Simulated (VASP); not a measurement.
Rb3ScBe6: single point with PBEsol

Rb3ScBe6:

```
Rb Be Sc
1.0
     0.00000    4.68857    4.68857
     4.68857    0.00000    4.68857
     4.68857    4.68857    0.00000
Rb Be Sc
3 6 1
Cartesian
  2.3443 2.3443 2.3443
  7.0328 7.0328 7.0328
  4.6886 4.6886 4.6886
  7.2213 4.6886 4.6886
  4.6886 7.2213 4.6886
  2.1558 4.6886 4.6886
  4.6886 2.1558 4.6886
  4.6886 4.6886 7.2213
  4.6886 4.6886 2.1558
  0.0000 0.0000 0.0000
```

```yaml
Program: VASP 6.6.1
Task: single point
Functional: PBEsol
Potentials_or_basis: VASP PAW PBE potentials, release 64 (Rb_sv, Be, Sc_sv)
Cutoff: 520 eV
k_mesh: 4 × 4 × 4
Occupations: methfessel-paxton, width 0.0598 eV
Spin: no spin polarisation
Dipole_correction: no
Further_INCAR_settings: ALGO = Normal; EDIFF = 1e-07; NBANDS = 36
```

```
Pressure               : 13.0 GPa
Largest force          : 0.450 eV/Å
Band gap on the k mesh : zero (bands 25 and 26 overlap by 0.73 eV)
```

Forces on the atoms (eV/Å):
```
Rb   0.000  0.000  0.000
Rb   0.000  0.000  0.000
Rb   0.000  0.000  0.000
Be   0.450  0.000  0.000
Be   0.000  0.450  0.000
Be  -0.450  0.000  0.000
Be   0.000 -0.450  0.000
Be   0.000  0.000  0.450
Be   0.000  0.000 -0.450
Sc   0.000  0.000  0.000
```

Levels at points of the mesh, in eV from the Fermi level:
```
           k point  band 23  band 24  band 25  band 26  band 27  band 28
(0.00, 0.00, 0.00)    -0.90    -0.90    -0.90    -0.73     0.74     0.74
(0.50, 0.00, 0.00)    -0.97    -0.50    -0.29    -0.29     0.55     0.55
(0.50, 0.50, 0.00)    -1.07    -0.03    -0.03     0.33     0.52     0.72
```

Run time: 110 s on 1 thread of Intel(R) Xeon(R) Platinum 8375C CPU @ 2.90GHz (Ice Lake), on a shared host, peak memory 0.36 GiB.

Caveat: the cell stands under pressure; the PAW data sets were made with another functional, which shifts forces and pressure a little.
